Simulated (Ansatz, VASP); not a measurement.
Si2Cl: VASP beside Ansatz

```
Si Cl
1.0
     3.56157    0.00000    0.00000
     0.00000    3.56157    0.00000
     0.00000    0.00000    5.07535
Si Cl
2 1
Direct
  0.50000 0.50000 0.50000
  0.50000 0.50000 0.00000
  0.00000 0.00000 0.50000
```

Alike in both runs: task relaxation of cell and atoms; functional PBE; k mesh 14 × 14 × 10; occupations gaussian, width 0.1 eV; no spin polarisation.

```csv
,VASP,Ansatz
version,VASP 6.6.1,Ansatz 0.2.0
potentials or method,"VASP PAW PBE potentials, release 64 (Si, Cl), cutoff 600 eV","scalar-relativistic, plane waves, PAW"
valence electrons in the cell,15,15
```

VASP gave:

| Item | Value |
| --- | --- |
| gap on the k mesh at the Fermi level, each at its own relaxed structure (eV) | none |
| relaxed volume (Å³/atom) | 21.63 |
| relaxed cell length with the largest relative difference (Å) | 3.598 |

**Question.** Estimate Ansatz's values.

**Answer.** gap on the k mesh at the Fermi level, each at its own relaxed structure (eV): none; relaxed volume (Å³/atom): 21.61; relaxed cell length with the largest relative difference (Å): 3.597.

A gap of «none» marks a metal or a gap that the smearing closes.
